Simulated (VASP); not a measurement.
# Hg: single point with PBEsol+D3(BJ)

The system is Hg.

```
Hg
1.0
    -3.75347    3.75347    3.83369
     3.75347   -3.75347    3.83369
     3.75347    3.75347   -3.83369
Hg
8
Direct
  0.25021 0.24804 0.99570
  0.24898 0.25062 0.50624
  0.24190 0.74857 0.00201
  0.25992 0.75751 0.50059
  0.74748 0.24954 0.00442
  0.74190 0.24226 0.49096
  0.75793 0.75530 0.00305
  0.75169 0.74818 0.49704
```

| Item | Value |
| --- | --- |
| Program | VASP 6.6.1 |
| Task | single point |
| Functional | PBEsol |
| Dispersion | D3(BJ) |
| Potentials or basis | VASP PAW PBE potentials, release 64 (Hg) |
| Cutoff | 400 eV |
| k mesh | 2 × 2 × 2 |
| Occupations | fermi-dirac, width 0.1 eV |
| Spin | no spin polarisation |

```
Pressure                   : -5.8 GPa
Largest force              : 0.065 eV/Å
Band gap on the k mesh     : zero (bands 48 and 49 overlap by 0.29 eV)
Dispersion energy per atom : -0.366 eV
```

Forces in eV/Å, atoms in the order of the input:
```
Hg   0.036 -0.002 -0.033
Hg   0.013 -0.018  0.054
Hg  -0.056 -0.010  0.032
Hg   0.000  0.025 -0.060
Hg  -0.014  0.008  0.051
Hg   0.031  0.016 -0.010
Hg   0.006 -0.027 -0.042
Hg  -0.016  0.009  0.008
```

Stress tensor (GPa, compression positive):
```
-6.40  0.00  0.01
 0.00 -6.38 -0.02
 0.01 -0.02 -4.74
```

Levels at points of the mesh, in eV from the Fermi level:
| k point | band 46 | band 47 | band 48 | band 49 | band 50 | band 51 |
| --- | --- | --- | --- | --- | --- | --- |
| (0.00, 0.00, 0.00) | -0.82 | -0.80 | -0.25 | -0.24 | -0.23 | -0.20 |
| (0.50, 0.00, 0.00) | -2.07 | -0.12 | -0.11 | 1.73 | 1.74 | 3.15 |
| (0.00, 0.50, 0.00) | -2.13 | -0.14 | -0.08 | 1.69 | 1.79 | 3.19 |
| (0.00, 0.50, 0.50) | -2.08 | -0.13 | -0.09 | 1.71 | 1.77 | 3.16 |
| (0.50, 0.00, 0.50) | -2.09 | -0.11 | -0.11 | 1.74 | 1.74 | 3.15 |
| (0.50, 0.50, 0.00) | -2.13 | 0.00 | 0.05 | 1.83 | 1.90 | 3.22 |
| (0.00, 0.00, 0.50) | -2.13 | 0.01 | 0.04 | 1.84 | 1.89 | 3.22 |
| (0.50, 0.50, 0.50) | -3.74 | -0.32 | -0.32 | 3.76 | 3.77 | 3.96 |

Run time: 51 s on 1 thread of Intel(R) Xeon(R) Platinum 8488C (Sapphire Rapids) (shared host), peak memory 0.32 GiB.

Caveat: the k points lie up to 0.59 Å⁻¹ apart; three body term missing; the PAW data sets were made with another functional, which shifts forces and pressure a little; spin-orbit coupling is left out, which moves the levels of the heavy elements.
